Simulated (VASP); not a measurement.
# MoS2 (P6_3/mmc) in VASP: a series of runs

The runs below take MoS2 through single point, with PBE.

Program: VASP 6.6.1. These are calculated values, not measurements. Logs are shortened: lines on timing, memory, paths and dates and some standing lists are left out, and cuts for length are marked.

**What was measured.**

“Multiwavelength excitation Raman Scattering Analysis of bulk and 2 dimensional MoS2: Vibrational properties of atomically thin MoS2 layers”, 2015, arxiv:1506.03228 reports, for a bulk crystal of MoS2 at 300 K: band gap 1.3 eV (indirect).

The results are compared with them further down.

**1. The cell of the first run**

It takes space group P6_3/mmc (No. 194, hexagonal). Conventional cell: a = 3.115 Å, b = 3.115 Å, c = 12.115 Å, α = 90.00°, β = 90.00°, γ = 120.00°. Mo (site symmetry -6m2) has 6 S at 2.37 Å and 6 Mo at 3.12 Å within 3.2 Å. Within 3.2 Å of S (site symmetry 3m) lie 3 Mo at 2.37 Å and 7 S at 3.08 to 3.12 Å.

**2. Single point, PBE**

INCAR

```
SYSTEM = MoS2
PREC     = Accurate       ! precision mode
ENCUT    = 520            ! plane-wave cutoff, eV
EDIFF    = 1E-7           ! SCF threshold, eV
ISMEAR   = 1              ! smearing method
SIGMA    = 0.05           ! smearing width, eV
LREAL    = .False.        ! projectors in reciprocal space
LASPH    = .True.         ! aspherical terms in the spheres
NELM     = 100            ! most SCF steps
ALGO     = Normal         ! electronic algorithm
ISIF     = 2              ! what is computed and relaxed
LWAVE    = .False.        ! write WAVECAR
LCHARG   = .False.        ! write CHGCAR
GGA      = PE             ! functional
NBANDS   = 35             ! bands
```

KPOINTS

```
regular mesh
0
Gamma
  8 8 2
  0 0 0
```

POSCAR

```
MoS2
1.0
    3.1152777572      0.0000000000      0.0000000000
   -1.5576388786      2.6979101646      0.0000000000
    0.0000000000      0.0000000000     12.1150782834
Mo S
2 4
Direct
    0.3333333333      0.6666666667      0.2500000000
    0.6666666667      0.3333333333      0.7500000000
    0.3333333333      0.6666666667      0.6230000000
    0.6666666667      0.3333333333      0.1230000000
    0.3333333333      0.6666666667      0.8770000000
    0.6666666667      0.3333333333      0.3770000000
```

Potentials or basis: VASP PAW PBE potentials, release 64 (Mo_sv, S).

The run is started by

```console
$ cat potpaw_PBE.64/Mo_sv/POTCAR potpaw_PBE.64/S/POTCAR > POTCAR
$ mpirun -np 1 vasp_std > vasp.out
```

OUTCAR:

```text
SYSTEM = MoS2
   PREC = Accurate
   ENCUT = 520
   EDIFF = 1E-7
   ISMEAR = 1
   LREAL = .False.
   LASPH = .True.
   NELM = 100
   ISIF = 2
   GGA = PE

 ion  position               nearest neighbor table
   1  0.333  0.667  0.250-   4 2.37   6 2.37   4 2.37   6 2.37   4 2.37   6 2.37
   2  0.667  0.333  0.750-   3 2.37   5 2.37   3 2.37   5 2.37   3 2.37   5 2.37
   3  0.333  0.667  0.623-   2 2.37   2 2.37   2 2.37
   4  0.667  0.333  0.123-   1 2.37   1 2.37   1 2.37
   5  0.333  0.667  0.877-   2 2.37   2 2.37   2 2.37
   6  0.667  0.333  0.377-   1 2.37   1 2.37   1 2.37

  LATTYP: Found a hexagonal cell.
 ALAT       =     3.1152777572
 C/A-ratio  =     3.8889239508

  Lattice vectors:

 A1 = (   3.1152777572,   0.0000000000,   0.0000000000)
 A2 = (  -1.5576388786,   2.6979101646,   0.0000000000)
 A3 = (   0.0000000000,   0.0000000000,  12.1150782834)

Analysis of symmetry for initial positions (statically):
=====================================================================
 Subroutine PRICEL returns:
 Original cell was already a primitive cell.

 Routine SETGRP: Setting up the symmetry group for a
 hexagonal supercell.

 Subroutine GETGRP returns: Found 24 space group operations
 (whereof 12 operations were pure point group operations)
 out of a pool of 24 trial point group operations.

The static configuration has the point symmetry D_3d.
 The point group associated with its full space group is D_6h.

Analysis of symmetry for dynamics (positions and initial velocities):
=====================================================================
 Subroutine PRICEL returns:
 Original cell was already a primitive cell.

 Routine SETGRP: Setting up the symmetry group for a
 hexagonal supercell.

 Subroutine GETGRP returns: Found 24 space group operations
 (whereof 12 operations were pure point group operations)
 out of a pool of 24 trial point group operations.

The dynamic configuration has the point symmetry D_3d.
 The point group associated with its full space group is D_6h.

 Subroutine INISYM returns: Found 24 space group operations
 (whereof 12 operations are pure point group operations),
 and found     1 'primitive' translations

----------------------------------------------------------------------------------------

                                     Primitive cell

  volume of cell :     101.8241

  direct lattice vectors                    reciprocal lattice vectors
[... 93 lines left out ...]
   NSW    =      0    number of steps for IOM
   IBRION =     -1    ionic relax: 0-MD 1-quasi-New 2-CG
   NFREE  =      0    steps in history (QN), initial steepest desc. (CG)
   ISIF   =      2    stress and relaxation
   ISYM   =      2    0-nonsym 1-usesym 2-fastsym
   POTIM  = 0.5000    time-step for ionic-motion
   TEBEG  =    0.0;   TEEND  =   0.0 temperature during run
   PSTRESS=    0.0 pullay stress
   NELECT =      52.0000    total number of electrons
   NUPDOWN=      -1.0000    fix difference up-down
   EMIN   =  10.00;   EMAX   =-10.00  energy-range for DOS
   EFERMI =   0.00;   METHOD = LEGACY
   ISMEAR =     1;   SIGMA  =   0.05  broadening in eV -4-tet -1-fermi 0-gaus
   EFERMI_NEDOS =   21; number of points for ismear=-14 and -15
   IALGO  =     38    algorithm
   IMIX   =      4    mixing-type and parameters
     AMIX     =   0.40;   BMIX     =  1.00
     AMIX_MAG =   1.60;   BMIX_MAG =  1.00
  volume/ion in A,a.u.               =      16.97       114.52
  Fermi-wavevector in a.u.,A,eV,Ry     =   1.308556  2.472813 23.297527  1.712320
  Thomas-Fermi vector in A             =   2.439215
   LORBIT       =      0    0 simple, 1 ext, 2 COOP (PROOUT), +10 PAW based schemes
   GGA     = PE    functional components
   LHFCALC =     F    Hartree Fock is set to
   AEXX    =    0.0000 exact exchange contribution
   IVDW    =     0    specifies the selected vdW correction
   LEPSILON=     F    determine dielectric tensor
   LRPA    =     F    only Hartree local field effects (RPA)
 non-spin polarized calculation
 Methfessel and Paxton  Order N= 1 SIGMA  =   0.05
  energy-cutoff  :      520.00
  volume of cell :      101.82
 maximum number of plane-waves:      2763
 NGX is ok and might be reduce to    24
   NGX = 11   NGY = 11   NGZ = 45

 number of electron      52.0000000 magnetization

 Free energy of the ion-electron system (eV)
  ---------------------------------------------------
  ext. energy  EPLUGINS =         0.00000000
  ---------------------------------------------------
  free energy    TOTEN  =       -43.41029013 eV

  energy without entropy =      -43.41031278  energy(sigma->0) =      -43.41029768

 E-fermi :   8.2568     XC(G=0): -11.0729

 val. band max:        8.2147287873   @ k =   0.0000   0.0000   0.0000
 cond. band min:       9.1697533809   @ k =   0.2500   0.1250   0.0000
 fundamental gap:      0.9550245936
 Fermi energy:         8.2568228970

 k-point     1 :       0.0000    0.0000    0.0000
  band No.  band energies     occupation
      1     -53.3045      2.00000
      2     -53.3045      2.00000
      3     -27.5069      2.00000
      4     -27.5067      2.00000
      5     -27.2258      2.00000
      6     -27.2258      2.00000
[... 749 lines left out ...]
     34      12.5790      0.00000
     35      14.8236      0.00000

------------------------ aborting loop because EDIFF is reached ----------------------------------------

  FORCE on cell =-STRESS in cart. coord.  units (eV):
  Direction    XX          YY          ZZ          XY          YZ          ZX
  --------------------------------------------------------------------------------------
  -------------------------------------------------------------------------------------
  Total        6.4261726      6.4261749      7.2528220      0.0000000      0.0000000      0.0000000
  in kB      101.1142778    101.1143143    114.1214064      0.0000000      0.0000000      0.0000000
  external PRESSURE =     105.4499995 kB  Pullay stress =       0.0000000 kB

 VOLUME and BASIS-vectors are now :
 -----------------------------------------------------------------------------
  energy-cutoff  :      520.00
  volume of cell :      101.82
      direct lattice vectors                 reciprocal lattice vectors
     3.115277757  0.000000000  0.000000000     0.320998665  0.185328632  0.000000000
    -1.557638879  2.697910165  0.000000000     0.000000000  0.370657264  0.000000000
     0.000000000  0.000000000 12.115078283     0.000000000  0.000000000  0.082541770

 POSITION                                       TOTAL-FORCE (eV/Angst)
 -----------------------------------------------------------------------------------
     -0.00000      1.79861      3.02877         0.000000     -0.000000      0.000000
      1.55764      0.89930      9.08631         0.000000      0.000000      0.000000
     -0.00000      1.79861      7.54769        -0.000000      0.000000     -0.792792
      1.55764      0.89930      1.49015        -0.000000     -0.000000     -0.792792
     -0.00000      1.79861     10.62492         0.000000      0.000000      0.792792
      1.55764      0.89930      4.56738        -0.000000     -0.000000      0.792792
 -----------------------------------------------------------------------------------
    total drift:                               -0.000000      0.000000     -0.000000

  FREE ENERGIE OF THE ION-ELECTRON SYSTEM (eV)
  ---------------------------------------------------
  free  energy   TOTEN  =       -43.4102901305 eV

  energy  without entropy=      -43.4103127786  energy(sigma->0) =      -43.41029768
```

stdout:

```text
POSCAR found type information on POSCAR MoS
 POSCAR found :  2 types and       6 ions
 scaLAPACK will be used
 LDA part: xc-table for (Slater+PW92), standard interpolation
 POSCAR, INCAR and KPOINTS ok, starting setup
 FFT: planning ... GRIDC
 FFT: planning ... GRID_SOFT
 FFT: planning ... GRID
 WAVECAR not read
 entering main loop
```

Run time: 80 s. Hardware: 1 thread of Intel Xeon Platinum 8488C (Sapphire Rapids), shared host; peak memory 0.23 GiB.

What came out:

```yaml
Free_energy: -43.4103 eV
Pressure: 10.5 GPa
Largest_force: 0.793 eV/Å
Band_gap_on_the_k_mesh: 0.96 eV (least direct gap 2.07 eV)
```

Forces in eV/Å, atoms in the order of the input:
```
Mo   0.000  0.000  0.000
Mo   0.000  0.000  0.000
S    0.000  0.000 -0.793
S    0.000  0.000 -0.793
S    0.000  0.000  0.793
S    0.000  0.000  0.793
```

Levels at points of the mesh, in eV from the valence-band top:
```
           k point  band 23  band 24  band 25  band 26  band 27  band 28  band 29  band 30
(0.00, 0.00, 0.00)    -2.27    -1.32    -1.23     0.00     2.18     2.18     2.20     2.20
(0.50, 0.00, 0.00)    -1.80    -1.59    -1.52    -1.39     1.69     1.74     2.10     2.41
(0.00, 0.00, 0.50)    -2.30    -2.30    -0.30    -0.30     2.18     2.18     2.18     2.18
(0.50, 0.00, 0.50)    -1.69    -1.69    -1.45    -1.45     1.71     1.71     2.27     2.27
```

Caveat: the cell stands under pressure; this functional lacks dispersion, which binds the layers, so the pressure and a relaxed spacing across them are unreliable. A k mesh can miss the band edges.

**3. Single point, PBE**

This run uses another cell than the first one, of 17.51 Å³/atom.

INCAR

```
PREC = Accurate
ENCUT = 520
EDIFF = 1E-6
ISMEAR = 1
SIGMA = 0.05
LREAL = False
LASPH = True
NELM = 100
ALGO = Normal
ISIF = 2
LWAVE = False
LCHARG = False
GGA = PE
NBANDS = 35
```

KPOINTS

```
regular mesh
0
Gamma
  8 8 2
```

Edit POSCAR of step 2 so:

```diff
@@ -2,5 +2,5 @@
 1.0
-    3.1152777572      0.0000000000      0.0000000000
-   -1.5576388786      2.6979101646      0.0000000000
-    0.0000000000      0.0000000000     12.1150782834
+    3.1477309028      0.0000000000      0.0000000000
+   -1.5738654514      2.7260154182      0.0000000000
+    0.0000000000      0.0000000000     12.2412860984
 Mo S
```

Potentials or basis: VASP PAW PBE potentials, release 64 (Mo_sv, S).

The run is started by

```console
$ cat potpaw_PBE.64/Mo_sv/POTCAR potpaw_PBE.64/S/POTCAR > POTCAR
$ mpirun -np 1 vasp_std > vasp.out
```

Run time: 78 s. Hardware: 1 thread of Intel Xeon Platinum 8488C (Sapphire Rapids), shared host; peak memory 0.24 GiB.

Results (log left out):

```yaml
Free_energy: -43.5667 eV
Pressure: 5.1 GPa
Largest_force: 0.250 eV/Å
Band_gap_on_the_k_mesh: 0.98 eV (least direct gap 1.99 eV)
```

Forces in eV/Å, atoms in the order of the input:
```
Mo   0.000  0.000  0.000
Mo   0.000  0.000  0.000
S    0.000  0.000 -0.250
S    0.000  0.000 -0.250
S    0.000  0.000  0.250
S    0.000  0.000  0.250
```

Stress tensor (GPa, compression positive):
```
4.81 0.00 0.00
0.00 4.81 0.00
0.00 0.00 5.52
```

Levels at points of the mesh, in eV from the valence-band top:
```
           k point  band 24  band 25  band 26  band 27  band 28  band 29
(0.00, 0.00, 0.00)    -1.21    -1.20     0.00     2.14     2.14     2.16
(0.50, 0.00, 0.00)    -1.55    -1.44    -1.32     1.64     1.69     2.05
(0.00, 0.00, 0.50)    -2.20    -0.28    -0.28     2.14     2.14     2.14
(0.50, 0.00, 0.50)    -1.65    -1.37    -1.37     1.67     1.67     2.20
```

Caveat: the cell stands under pressure; this functional lacks dispersion, which binds the layers, so the pressure and a relaxed spacing across them are unreliable.

(Part 1 of 2 ends here.)
